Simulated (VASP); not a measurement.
# PtSe2 (P-3m1) in VASP: a series of runs, part 2 of 2

VASP 6.6.1. Earlier steps stand in the parts before.

**4. Vibrations by perturbation theory, PBEsol**

This run uses another cell than the first one, of 16.46 Å³/atom.

Contents of INCAR:

```
SYSTEM = PtSe2
PREC = Accurate
ENCUT = 520
EDIFF = 1E-8
ISMEAR = -1
SIGMA = 0.15
LREAL = .FALSE.
LASPH = .TRUE.
NELM = 80
ALGO = Normal
ISIF = 2
LWAVE = .FALSE.
LCHARG = .TRUE.
GGA = PS
IBRION = 8
NSW = 1
```

Contents of KPOINTS:

```
regular mesh
0
G
  12 12 8
  0 0 0
```

Contents of POSCAR:

```
PtSe2
1.0
    3.6521672697      0.0000000000      0.0000000000
   -1.8260836349      3.1628696344      0.0000000000
    0.0000000000      0.0000000000      4.2754560806
Pt Se
1 2
Direct
    0.0000000000      0.0000000000      0.0000000000
    0.3333333333      0.6666666667      0.2894936884
    0.6666666667      0.3333333333      0.7105063116
```

Potentials or basis: VASP PAW PBE potentials, release 64 (Pt, Se).

Started as:

```sh
cat potpaw_PBE.64/Pt/POTCAR potpaw_PBE.64/Se/POTCAR > POTCAR
mpirun -np 1 vasp_std > vasp.out
```

OUTCAR:

```text
SYSTEM = PtSe2
   PREC = Accurate
   ENCUT = 520
   EDIFF = 1E-8
   ISMEAR = -1
   LREAL = .FALSE.
   LASPH = .TRUE.
   NELM = 80
   ISIF = 2
   GGA = PS
   IBRION = 8
   NSW = 1

 ion  position               nearest neighbor table
   1  0.000  0.000  0.000-   2 2.45   3 2.45   2 2.45   3 2.45   3 2.45   2 2.45
   2  0.333  0.667  0.289-   1 2.45   1 2.45   1 2.45   3 2.77   3 2.77   3 2.77
   3  0.667  0.333  0.711-   1 2.45   1 2.45   1 2.45   2 2.77   2 2.77   2 2.77

  LATTYP: Found a hexagonal cell.
 ALAT       =     3.6521672697
 C/A-ratio  =     1.1706627229

  Lattice vectors:

 A1 = (   3.6521672697,   0.0000000000,   0.0000000000)
 A2 = (  -1.8260836349,   3.1628696344,   0.0000000000)
 A3 = (   0.0000000000,   0.0000000000,   4.2754560806)

Analysis of symmetry for initial positions (statically):
=====================================================================
 Subroutine PRICEL returns:
 Original cell was already a primitive cell.

 Routine SETGRP: Setting up the symmetry group for a
 hexagonal supercell.

 Subroutine GETGRP returns: Found 12 space group operations
 (whereof 12 operations were pure point group operations)
 out of a pool of 24 trial point group operations.

The static configuration has the point symmetry D_3d.

Analysis of symmetry for dynamics (positions and initial velocities):
=====================================================================
 Subroutine PRICEL returns:
 Original cell was already a primitive cell.

 Routine SETGRP: Setting up the symmetry group for a
 hexagonal supercell.
[... 633 lines left out ...]

------------------------ aborting loop because EDIFF is reached ----------------------------------------
[... 11 lines left out ...]
[... ionic steps 8 to 8 ...]

--------------------------------------- Ionic step        9  -------------------------------------------

 Free energy of the ion-electron system (eV)
  ---------------------------------------------------
  ---------------------------------------------------
  free energy    TOTEN  =        -0.08583561 eV

  energy without entropy =       -0.08583628

------------------------ aborting loop because EDIFF is reached ----------------------------------------

 INTERNAL STRAIN TENSOR  FOR ION    2  DIRECTION 3   (eV/Angst):
 -----------------------------------------------------------------------------
   -11.74324  0.00000 -0.00000
     0.00000-11.74324  0.00000
    -0.00000 -0.00000 -7.26702

 INTERNAL STRAIN TENSOR FOR ION    3 for displacements in x,y,z  (eV/Angst):
          X           Y           Z          XY          YZ          ZX
  --------------------------------------------------------------------------------
  x     0.00000    -0.00000    -0.00000    -5.52570    -0.00000     6.74551
  y    -5.52570     5.52570    -0.00000    -0.00000     7.46534    -0.00000
  z    11.74324    11.74324     7.26702    -0.00000    -0.00000     0.00000

 SECOND DERIVATIVES (NOT SYMMETRIZED)
 ------------------------------------
               1X          1Y          1Z          2X          2Y          2Z          3X          3Y          3Z
  1X   -20.865333    0.000000    0.000000   10.432666   -0.000000    0.000000   10.432666   -0.000000    0.000000
  1Y     0.000000  -20.865333    0.000000   -0.000000   10.432666    0.000000   -0.000000   10.432666    0.000000
  1Z    -0.000000    0.000000  -18.576378    0.000000    0.000000    9.288189    0.000000    0.000000    9.288189
  2X    10.436184   -0.000000    0.000000  -10.169766    0.000000    0.000000   -0.266418    0.000000   -0.000000
  2Y    -0.000000   10.436184    0.000000    0.000000  -10.169766    0.000000    0.000000   -0.266418   -0.000000
  2Z    -0.000000   -0.000000    9.290320    0.000000    0.000000  -14.344142   -0.000000    0.000000    5.053822
  3X    10.436184   -0.000000    0.000000   -0.266418    0.000000   -0.000000  -10.169766    0.000000    0.000000
  3Y    -0.000000   10.436184    0.000000    0.000000   -0.266418   -0.000000    0.000000  -10.169766    0.000000
  3Z    -0.000000   -0.000000    9.290320   -0.000000    0.000000    5.053822    0.000000    0.000000  -14.344142

 Eigenvectors and eigenvalues of the dynamical matrix
 ----------------------------------------------------

   1 f  =    7.748635 THz    48.686113 2PiTHz  258.466659 cm-1    32.045767 meV
             X         Y         Z           dx          dy          dz
      0.000000  0.000000  0.000000     0.000000   -0.000000    0.000000
     -0.000000  2.108580  1.237718    -0.000000    0.000000   -0.707107
      1.826084  1.054290  3.037739    -0.000000    0.000000    0.707107
[... 43 lines left out ...]
   9 f/i=    0.000641 THz     0.004026 2PiTHz    0.021373 cm-1     0.002650 meV
             X         Y         Z           dx          dy          dz
      0.000000  0.000000  0.000000    -0.737271    0.095650    0.000000
     -0.000000  2.108580  1.237718    -0.468977    0.060843    0.000000
      1.826084  1.054290  3.037739    -0.468977    0.060843    0.000000

--------------------------------------------------------------------------------------------------------

 ELASTIC MODULI CONTR FROM IONIC RELAXATION (kBar)
 Direction    XX          YY          ZZ          XY          YZ          ZX
 --------------------------------------------------------------------------------
 XX        -661.3010   -261.2194   -285.4398      0.0000    270.2594     -0.0000
 YY        -261.2194   -661.3010   -285.4398      0.0000   -270.2594      0.0000
 ZZ        -285.4398   -285.4398   -176.6375      0.0000      0.0000     -0.0000
 XY           0.0000      0.0000      0.0000   -200.0408      0.0000    244.2004
 YZ         270.2594   -270.2594      0.0000      0.0000   -365.1262      0.0000
 ZX          -0.0000      0.0000     -0.0000    244.2004      0.0000   -298.1084
 --------------------------------------------------------------------------------
```

It took 31 min on 1 thread of AMD EPYC 9755, shared host; peak memory 1.1 GiB.

What came out:

```
Highest phonon frequency at Γ, LO-TO splitting left out : 258 cm⁻¹
```

Phonon frequencies in cm⁻¹ (negative: imaginary):
```
              q point                    frequencies
(0.000, 0.000, 0.000)  0 0 0 185 185 241 255 255 258
```

Caveat: the cell stands under pressure or tension, which shifts response properties; the PAW data sets were made with another functional, which shifts forces and pressure a little; spin-orbit coupling is left out, which moves the levels of the heavy elements.
